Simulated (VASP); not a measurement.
# WS2 in VASP: single point with r2SCAN

Aim: the single point of WS2 with r2SCAN.

Everything below comes from runs of VASP 6.6.1. Logs are shortened: lines on timing, memory, paths and dates and some standing lists are left out, and cuts for length are marked.

### 1 The cell of the first run

The cell holds a slab with vacuum, 3 atoms: a = 3.181 Å, b = 3.181 Å, c = 16.947 Å, α = 90.01°, β = 89.92°, γ = 120.00°.

### 2 Single point, r2SCAN

Contents of POSCAR:

```
WS2
1.0
    3.1810287236      0.0001015881      0.0022248162
   -1.5904263839      2.7545252753     -0.0002702993
    0.0118551240      0.0051814287     16.9469284441
W S
1 2
Direct
    0.3333294830      0.6666615419      0.0000005672
    0.6675323164      0.3336919583      0.9079957442
    0.6658048672      0.3329798332      0.0920036888
```

Contents of INCAR.step1:

```
ALGO = Normal
EDIFF = 1E-4
ENCUT = 520
GGA = PE
ISMEAR = 0
LASPH = T
LCHARG = F
LREAL = F
LWAVE = T
NBANDS = 20
NELM = 80
PREC = Accurate
SIGMA = 0.05
```

Contents of INCAR.step2:

```
ALGO = Normal
EDIFF = 1E-6
ENCUT = 520
ISIF = 2
ISMEAR = 0
ISTART = 1
LASPH = T
LCHARG = F
LMIXTAU = T
LREAL = F
LWAVE = F
METAGGA = R2SCAN
NBANDS = 20
NELM = 80
PREC = Accurate
SIGMA = 0.05
```

Contents of KPOINTS:

```
k-points
0
Gamma
  12 12 2
```

Potentials or basis: VASP PAW PBE potentials, release 64 (W_sv, S).

On the command line:

```
$ cat potpaw_PBE.64/W_sv/POTCAR potpaw_PBE.64/S/POTCAR > POTCAR
$ cp INCAR.step1 INCAR
$ mpirun -np 1 vasp_std > vasp.out
$ cp INCAR.step2 INCAR
$ mpirun -np 1 vasp_std > vasp.out
```

OUTCAR:

```text
EDIFF = 1E-6
   ENCUT = 520
   ISIF = 2
   ISMEAR = 0
   ISTART = 1
   LASPH = T
   LREAL = F
   METAGGA = R2SCAN
   NELM = 80
   PREC = Accurate

 ion  position               nearest neighbor table
   1  0.333  0.667  0.000-   3 2.41   2 2.41   2 2.41   3 2.41   2 2.41   3 2.41
   2  0.668  0.334  0.908-   1 2.41   1 2.41   1 2.41
   3  0.666  0.333  0.092-   1 2.41   1 2.41   1 2.41

  LATTYP: Found a triclinic cell.
 ALAT       =     3.1808786176
 B/A-ratio  =     0.9999444967
 C/A-ratio  =     5.5997537494
 COS(alpha) =     0.0001447910
 COS(beta)  =     0.2667179646
 COS(gamma) =     0.4999248094

  Lattice vectors:

 A1 = (  -1.5906023397,  -2.7546268634,  -0.0019545169)
 A2 = (   1.5904263839,  -2.7545252753,   0.0002702993)
 A3 = (  -4.7597759393,  -2.7495470228,  16.9427491110)

Analysis of symmetry for initial positions (statically):
=====================================================================
 Subroutine PRICEL returns:
 Original cell was already a primitive cell.

 Routine SETGRP: Setting up the symmetry group for a
 triclinic supercell.

 Subroutine GETGRP returns: Found  1 space group operations
 (whereof  1 operations were pure point group operations)
 out of a pool of  2 trial point group operations.

The static configuration has the point symmetry C_1 .

Analysis of symmetry for dynamics (positions and initial velocities):
=====================================================================
 Subroutine PRICEL returns:
 Original cell was already a primitive cell.

 Routine SETGRP: Setting up the symmetry group for a
 triclinic supercell.

 Subroutine GETGRP returns: Found  1 space group operations
 (whereof  1 operations were pure point group operations)
 out of a pool of  2 trial point group operations.

The dynamic configuration has the point symmetry C_1 .

 Subroutine INISYM returns: Found  1 space group operations
 (whereof  1 operations are pure point group operations),
 and found     1 'primitive' translations

----------------------------------------------------------------------------------------

                                     Primitive cell

  volume of cell :     148.4954

  direct lattice vectors                    reciprocal lattice vectors
     3.181028724  0.000101588  0.002224816     0.314358109  0.181506178 -0.000275402
    -1.590426384  2.754525275 -0.000270299    -0.000011516  0.363032303 -0.000110987
     0.011855124  0.005181429 16.946928444    -0.000041270 -0.000018038  0.059007777

  length of vectors
     3.181029503  3.180702068 16.946933383     0.362995302  0.363032320  0.059007795

  position of ions in fractional coordinates (direct lattice)
     0.333329483  0.666661542  0.000000567
     0.667532316  0.333691958  0.907995744
     0.665804867  0.332979833  0.092003689

  ion indices of the primitive-cell ions
   primitive index   ion index
                 1           1
                 2           2
                 3           3

----------------------------------------------------------------------------------------

 KPOINTS: k-points

Automatic generation of k-mesh.
 Grid dimensions read from file:
 generate k-points for:   12   12    2

 Generating k-lattice:

  Cartesian coordinates                     Fractional coordinates (reciprocal lattice)
     0.026196509  0.015125515 -0.000022950     0.083333333  0.000000000  0.000000000
    -0.000000960  0.030252692 -0.000009249     0.000000000  0.083333333  0.000000000
    -0.000020635 -0.000009019  0.029503889     0.000000000 -0.000000000  0.500000000

  Length of vectors
     0.030249608  0.030252693  0.029503897

  Shift w.r.t. Gamma in fractional coordinates (k-lattice)
     0.000000000  0.000000000  0.000000000

 Subroutine IBZKPT returns following result:
 ===========================================

 Found    148 irreducible k-points:

 Following reciprocal coordinates:
            Coordinates               Weight
  0.000000  0.000000  0.000000      1.000000
  0.083333 -0.000000 -0.000000      2.000000
  0.166667 -0.000000 -0.000000      2.000000
  0.250000 -0.000000  0.000000      2.000000
  0.333333 -0.000000 -0.000000      2.000000
  0.416667 -0.000000  0.000000      2.000000
[... 16 lines left out ...]
  0.250000  0.166667 -0.000000      2.000000
  0.333333  0.166667 -0.000000      2.000000
 [... further k-points ...]
   k-points           NKPTS =    148   k-points in BZ     NKDIM =    148   number of bands    NBANDS=     20
   number of dos      NEDOS =    301   number of ions     NIONS =      3
   total plane-waves  NPLWV =  72576
   dimension x,y,z NGX =    24 NGY =   24 NGZ =  126
   dimension x,y,z NGXF=    48 NGYF=   48 NGZF=  252
   ions per type =               1   2
   NGX,Y,Z   is equivalent  to a cutoff of  12.54, 12.54, 12.36 a.u.
   NGXF,Y,Z  is equivalent  to a cutoff of  25.09, 25.09, 24.72 a.u.
 SYSTEM =  unknown system
   PREC   = accura    normal or accurate (medium, high low for compatibility)
   ISTART =      1    job   : 0-new  1-cont  2-samecut
   ICHARG =      0    charge: 1-file 2-atom 10-const
   ISPIN  =      1    spin polarized calculation?
   LNONCOLLINEAR =      F non collinear calculations
   LSORBIT =      F    spin-orbit coupling
   LASPH  =      T    aspherical Exc in radial PAW
   ENCUT  =  520.0 eV  38.22 Ry    6.18 a.u.   5.91  5.91 31.51*2*pi/ulx,y,z
   NELM   =     80;   NELMIN=  2; NELMDL=  0     # of ELM steps
   EDIFF  = 0.1E-05   stopping-criterion for ELM
   LREAL  =      F    real-space projection
   EDIFFG = 0.1E-04   stopping-criterion for IOM
   NSW    =      0    number of steps for IOM
   IBRION =     -1    ionic relax: 0-MD 1-quasi-New 2-CG
   NFREE  =      0    steps in history (QN), initial steepest desc. (CG)
   ISIF   =      2    stress and relaxation
   ISYM   =      2    0-nonsym 1-usesym 2-fastsym
   POTIM  = 0.5000    time-step for ionic-motion
   TEBEG  =    0.0;   TEEND  =   0.0 temperature during run
   PSTRESS=    0.0 pullay stress
   NELECT =      26.0000    total number of electrons
   NUPDOWN=      -1.0000    fix difference up-down
   EMIN   =  10.00;   EMAX   =-10.00  energy-range for DOS
   EFERMI =   0.00;   METHOD = LEGACY
   ISMEAR =     0;   SIGMA  =   0.05  broadening in eV -4-tet -1-fermi 0-gaus
   EFERMI_NEDOS =   21; number of points for ismear=-14 and -15
   IALGO  =     38    algorithm
   IMIX   =      4    mixing-type and parameters
     AMIX     =   0.40;   BMIX     =  1.00
     AMIX_MAG =   1.60;   BMIX_MAG =  1.00
  volume/ion in A,a.u.               =      49.50       334.03
  Fermi-wavevector in a.u.,A,eV,Ry     =   0.915858  1.730721 11.412516  0.838796
  Thomas-Fermi vector in A             =   2.040648
   LORBIT       =      0    0 simple, 1 ext, 2 COOP (PROOUT), +10 PAW based schemes
   METAGGA = R2SCAN    functional components
   LHFCALC =     F    Hartree Fock is set to
   AEXX    =    0.0000 exact exchange contribution
   IVDW    =     0    specifies the selected vdW correction
   LEPSILON=     F    determine dielectric tensor
   LRPA    =     F    only Hartree local field effects (RPA)
 non-spin polarized calculation
 Gauss-broadening in eV      SIGMA  =   0.05
  energy-cutoff  :      520.00
  volume of cell :      148.50
 maximum number of plane-waves:      4028
   NGX = 11   NGY = 11   NGZ = 63

 number of electron      25.9999999 magnetization

 Free energy of the ion-electron system (eV)
  ---------------------------------------------------
  ext. energy  EPLUGINS =         0.00000000
  ---------------------------------------------------
  free energy    TOTEN  =       -70.04085505 eV

  energy without entropy =      -70.04085505  energy(sigma->0) =      -70.04085505

 E-fermi :  -0.9265     XC(G=0):  -4.5966

 val. band max:       -1.3820341557   @ k =   0.0000   0.0000   0.5000
 cond. band min:       0.5304847867   @ k =   0.3333   0.3333   0.0000
 fundamental gap:      1.9125189424
 Fermi energy:        -0.9265113467

 k-point     1 :       0.0000    0.0000    0.0000
  band No.  band energies     occupation
      1     -77.3503      2.00000
      2     -40.9383      2.00000
      3     -40.7843      2.00000
      4     -40.7841      2.00000
      5     -16.8811      2.00000
      6     -15.1416      2.00000
[... 12 lines left out ...]
     19       4.6653      0.00000
     20       4.7729      0.00000

 k-point     2 :       0.0833   -0.0000   -0.0000
  band No.  band energies     occupation
      1     -77.3490      2.00000
      2     -40.9338      2.00000
      3     -40.8089      2.00000
      4     -40.7898      2.00000
      5     -16.7618      2.00000
      6     -15.0993      2.00000
[... 12 lines left out ...]
     19       4.9101      0.00000
     20       5.0628      0.00000

 k-point     3 :       0.1667   -0.0000   -0.0000
  band No.  band energies     occupation
      1     -77.3455      2.00000
      2     -40.9214      2.00000
      3     -40.8755      2.00000
      4     -40.8053      2.00000
      5     -16.4225      2.00000
      6     -14.9795      2.00000
[... 12 lines left out ...]
     19       5.3087      0.00000
     20       5.9494      0.00000

 k-point     4 :       0.2500   -0.0000    0.0000
  band No.  band energies     occupation
      1     -77.3407      2.00000
      2     -40.9654      2.00000
      3     -40.9045      2.00000
      4     -40.8264      2.00000
      5     -15.9194      2.00000
      6     -14.8040      2.00000
[... 429 lines left out ...]
 k-point    23 :       0.2500    0.1667   -0.0000
  band No.  band energies     occupation
      1     -77.3342      2.00000
      2     -41.0538      2.00000
      3     -40.8885      2.00000
      4     -40.8813      2.00000
      5     -15.1318      2.00000
      6     -14.5257      2.00000
[... 12 lines left out ...]
     19       6.8178      0.00000
     20       7.0408      0.00000

 k-point    24 :       0.3333    0.1667   -0.0000
  band No.  band energies     occupation
      1     -77.3311      2.00000
      2     -41.0967      2.00000
      3     -40.9146      2.00000
      4     -40.8705      2.00000
      5     -14.7062      2.00000
      6     -14.3791      2.00000
[... 12 lines left out ...]
     19       7.4453      0.00000
     20       7.7441      0.00000

 [... further k-points ...]

------------------------ aborting loop because EDIFF is reached ----------------------------------------

  FORCE on cell =-STRESS in cart. coord.  units (eV):
  Direction    XX          YY          ZZ          XY          YZ          ZX
  --------------------------------------------------------------------------------------
  -------------------------------------------------------------------------------------
  Total        0.0811428      0.0878205      0.0437944     -0.0022441      0.0008782      0.0000023
  in kB        0.8754827      0.9475313      0.4725152     -0.0242122      0.0094749      0.0000247
  external PRESSURE =       0.7651764 kB  Pullay stress =       0.0000000 kB

 VOLUME and BASIS-vectors are now :
 -----------------------------------------------------------------------------
  energy-cutoff  :      520.00
  volume of cell :      148.50
      direct lattice vectors                 reciprocal lattice vectors
     3.181028724  0.000101588  0.002224816     0.314358109  0.181506178 -0.000275402
    -1.590426384  2.754525275 -0.000270299    -0.000011516  0.363032303 -0.000110987
     0.011855124  0.005181429 16.946928444    -0.000041270 -0.000018038  0.059007777

 POSITION                                       TOTAL-FORCE (eV/Angst)
 -----------------------------------------------------------------------------------
      0.00005      1.83637      0.00057        -0.000284     -0.000181     -0.000469
      1.60349      0.92394     15.38913         0.000100     -0.000215     -0.021513
      1.58946      0.91775      1.56057         0.000184      0.000396      0.021982
 -----------------------------------------------------------------------------------
    total drift:                                0.000005      0.000000      0.000006

  FREE ENERGIE OF THE ION-ELECTRON SYSTEM (eV)
  ---------------------------------------------------
  free  energy   TOTEN  =       -70.0408550509 eV

  energy  without entropy=      -70.0408550509  energy(sigma->0) =      -70.04085505
```

Wall time 33 min (1 thread of Intel Xeon Platinum 8259CL at 2.50GHz (Skylake/Cascade Lake), shared host); peak memory 0.56 GiB.

What came out:

| Quantity | Value |
| --- | --- |
| Free energy | -70.0409 eV |
| Largest force | 0.022 eV/Å |
| Band gap on the k mesh | 1.91 eV (least direct gap 1.93 eV) |

Forces in eV/Å, atoms in the order of the input:
```
W    0.000  0.000  0.000
S    0.000  0.000 -0.022
S    0.000  0.000  0.022
```

Levels at points of the mesh, in eV from the valence-band top:
| k point | band 9 | band 10 | band 11 | band 12 | band 13 | band 14 | band 15 | band 16 | band 17 | band 18 |
| --- | --- | --- | --- | --- | --- | --- | --- | --- | --- | --- |
| (0.00, 0.00, 0.00) | -3.06 | -2.23 | -1.78 | -1.78 | 0.00 | 3.08 | 3.08 | 3.23 | 3.24 | 5.58 |
| (0.50, 0.00, 0.00) | -4.65 | -3.64 | -2.27 | -1.43 | -0.98 | 3.00 | 3.47 | 4.42 | 5.01 | 5.55 |
| (0.00, 0.50, 0.00) | -4.65 | -3.64 | -2.27 | -1.43 | -0.98 | 3.01 | 3.47 | 4.42 | 5.01 | 5.55 |
| (0.50, 0.50, 0.00) | -4.65 | -3.64 | -2.27 | -1.43 | -0.98 | 3.00 | 3.47 | 4.42 | 5.01 | 5.55 |
| (0.00, 0.00, 0.50) | -3.06 | -2.23 | -1.78 | -1.78 | 0.00 | 3.08 | 3.08 | 3.23 | 3.24 | 5.65 |
| (0.50, 0.00, 0.50) | -4.65 | -3.64 | -2.27 | -1.43 | -0.98 | 3.00 | 3.47 | 4.42 | 5.01 | 5.55 |
| (0.00, 0.50, 0.50) | -4.65 | -3.64 | -2.27 | -1.43 | -0.98 | 3.01 | 3.47 | 4.42 | 5.01 | 5.55 |
| (0.50, 0.50, 0.50) | -4.65 | -3.64 | -2.27 | -1.43 | -0.98 | 3.00 | 3.47 | 4.42 | 5.01 | 5.55 |

Caveat: there is no dipole correction, which matters where the two faces differ; the PAW data sets were made with another functional, which shifts forces and pressure a little; spin-orbit coupling is left out, which moves the levels of the heavy elements.
